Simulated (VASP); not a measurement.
Set up this calculation in VASP 6.6.1, as the native input.

```
Task                   : single point
Functional             : LDA
Potentials or basis    : VASP PAW LDA potentials, release 64 (Li_sv, Mg)
Cutoff                 : 520 eV
k mesh                 : 5 × 5 × 5
Occupations            : fermi-dirac, width 0.1 eV
Spin                   : no spin polarisation
Dipole correction      : no
Further INCAR settings : ALGO = Normal; EDIFF = 1e-06; NBANDS = 12
```

The structure of LiMg3 lies in POSCAR:

```
LiMg3
1.0
    0.0000000000      3.4416364342      3.4416364342
    3.4416364342      0.0000000000      3.4416364342
    3.4416364342      3.4416364342      0.0000000000
Li Mg
1 3
Direct
    0.5000000000      0.5000000000      0.5000000000
    0.0000000000      0.0000000000      0.0000000000
    0.2500000000      0.2500000000      0.2500000000
    0.7500000000      0.7500000000      0.7500000000
```

One way to write it, as run:

INCAR

```
SYSTEM = LiMg3
  PREC = Accurate
  ENCUT = 520
  EDIFF = 1E-6
  ISMEAR = -1
  SIGMA = 0.1
  LREAL = .FALSE.
  LASPH = .TRUE.
  NELM = 80
  ALGO = Normal
  ISIF = 2
  LWAVE = .FALSE.
  LCHARG = .TRUE.
  LELF = .TRUE.
  LVHAR = .TRUE.
  NBANDS = 12
```

KPOINTS

```
regular mesh
0
G
  5 5 5
  0 0 0
```

Potentials or basis: VASP PAW LDA potentials, release 64 (Li_sv, Mg).

Run with:

```bash
$ cat potpaw_LDA.64/Li_sv/POTCAR potpaw_LDA.64/Mg/POTCAR > POTCAR
$ mpirun -np 1 vasp_std > vasp.out
```

Run time: 4.5 s on 1 thread of Intel(R) Xeon(R) 6975P-C (Granite Rapids), with other jobs on the host, peak memory 0.16 GiB.
